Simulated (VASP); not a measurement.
Wanted: the native input for a VASP 6.6.1 run.

```yaml
Task: single point
Functional: RPBE
Dispersion: D3(BJ)
Potentials_or_basis: VASP PAW PBE potentials, release 64 (Ti_sv)
Cutoff: 520 eV
k_mesh: 11 × 11 × 11
Occupations: fermi-dirac, width 0.05 eV
Spin: no spin polarisation
Dipole_correction: no
Further_INCAR_settings: ALGO = Normal; EDIFF = 1e-06; NBANDS = 12
```

The structure of Ti lies in POSCAR:

```
Ti
1.0
   -1.4587918160      1.4587918160      1.4587918160
    1.4587918160     -1.4587918160      1.4587918160
    1.4587918160      1.4587918160     -1.4587918160
Ti
1
Direct
    0.0000000000      0.0000000000      0.0000000000
```

These files were run (other wordings do the same):

INCAR

```
SYSTEM = Ti
PREC     = Accurate       ! precision mode
ENCUT    = 520            ! plane-wave cutoff, eV
EDIFF    = 1E-6           ! SCF threshold, eV
ISMEAR   = -1             ! smearing method
SIGMA    = 0.05           ! smearing width, eV
LREAL    = .FALSE.        ! projectors in reciprocal space
LASPH    = .TRUE.         ! aspherical terms in the spheres
NELM     = 100            ! most SCF steps
ALGO     = Normal         ! electronic algorithm
ISIF     = 2              ! what is computed and relaxed
LWAVE    = .FALSE.        ! write WAVECAR
LCHARG   = .TRUE.         ! write CHGCAR
GGA      = RP             ! functional
IVDW     = 12             ! dispersion correction
LELF     = .TRUE.         ! ELF
LVHAR    = .TRUE.       
NBANDS   = 12             ! bands
```

KPOINTS

```
regular mesh
0
G
  11 11 11
  0 0 0
```

Potentials or basis: VASP PAW PBE potentials, release 64 (Ti_sv).

The run is started by

```console
$ cat potpaw_PBE.64/Ti_sv/POTCAR > POTCAR
$ mpirun -np 1 vasp_std > vasp.out
```

Results of the run:

The pressure is -0.9 GPa and the band gap on the k mesh is zero (band 6 reaches 13.42 eV, above the bottom of band 7 at 11.30 eV). The dispersion energy per atom is -5.033 eV.

Caveat: the PAW data sets were made with another functional, which shifts forces and pressure a little; pairwise dispersion overbinds metals, which lowers pressure and volume.

Wall time 11 s on 1 thread of Intel Xeon 8259CL, with other jobs on the host, peak memory 0.14 GiB.
